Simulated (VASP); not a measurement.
Write the native input for VASP 6.6.1 that does the following.

```yaml
Task: single point
Functional: PBE
Dispersion: D3(BJ)
Potentials_or_basis: VASP PAW PBE potentials, release 64 (Ti_sv)
Cutoff: 520 eV
k_mesh: 12 × 12 × 1
Occupations: gaussian, width 0.1 eV
Spin: no spin polarisation
Dipole_correction: yes
Further_INCAR_settings: ALGO = Normal; EDIFF = 1e-06; NBANDS = 25
```

The structure of Ti lies in POSCAR:

```
Ti
1.0
    2.8549805717      0.0000000000      0.0000000000
   -1.4274902859      2.4724857024      0.0000000000
    0.0000000000      0.0000000000     18.6621637508
Ti
3
Direct
    0.6666666667      0.3333333333      0.3750904822
    0.3333333333      0.6666666667      0.4956488661
    0.0000000000      0.0000000000      0.6158590978
```

One way to write it, as run:

INCAR

```
SYSTEM = Ti
PREC = Accurate ; ENCUT = 520
EDIFF = 1E-6 ; ISMEAR = 0
SIGMA = 0.1 ; LREAL = .FALSE.
LASPH = .TRUE. ; NELM = 60
ALGO = Normal ; ISIF = 2
LWAVE = .FALSE. ; LCHARG = .FALSE.
LDIPOL = .TRUE. ; IDIPOL = 3
DIPOL = 0.5 0.5 0.496 ; GGA = PE
IVDW = 12 ; NBANDS = 25
```

KPOINTS

```
Automatic mesh
0
G
  12 12 1
  0 0 0
```

Potentials or basis: VASP PAW PBE potentials, release 64 (Ti_sv).

Launch:

```bash
$ cat potpaw_PBE.64/Ti_sv/POTCAR > POTCAR
$ mpirun -np 1 vasp_std > vasp.out
```

Results of the run:

| Property | Result |
| --- | --- |
| Largest force | 0.025 eV/Å |
| Band gap on the k mesh | zero (bands 18 and 19 overlap by 1.00 eV) |
| Dispersion energy per atom | -0.431 eV |

Run time: 2.6 min on 1 thread of Intel Xeon 8259CL (shared host), peak memory 0.28 GiB.
